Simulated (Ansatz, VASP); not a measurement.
# Mn in VASP and in Ansatz

```
Mn
1.0
     0.00000    2.72206    2.72206
     2.72206    0.00000    2.72206
     2.72206    2.72206    0.00000
Mn
2
Cartesian
  0.6805 0.6805 0.6805
  4.7636 4.7636 4.7636
```

Alike in both runs: task single point; functional RPBE; k mesh 12 × 12 × 12; occupations fermi-dirac, width 0.05 eV; collinear spin.

|  | VASP | Ansatz |
| --- | --- | --- |
| version | VASP 6.6.1 | Ansatz 0.2.0 |
| potentials or method | VASP PAW PBE potentials, release 64 (Mn_pv), cutoff 520 eV | plane waves (420 eV) with PAW, scalar-relativistic |
| valence electrons in the cell | 26 | 30 |

```tsv
	VASP	Ansatz	Ansatz less VASP
pressure (GPa)	-2.0	-2.2	-0.24
net moment per atom (μB)	0.00	0.00	0.000
size of the moment on the site where the two differ most (μB)	3.08	2.92	-0.167
```

VASP's potentials were made for PBE, not for RPBE. Site moments also hang on the region over which each program counts them. VASP's potentials hold 26 valence electrons a cell and Ansatz's 30, so a difference there can come from the potentials and not from the codes.
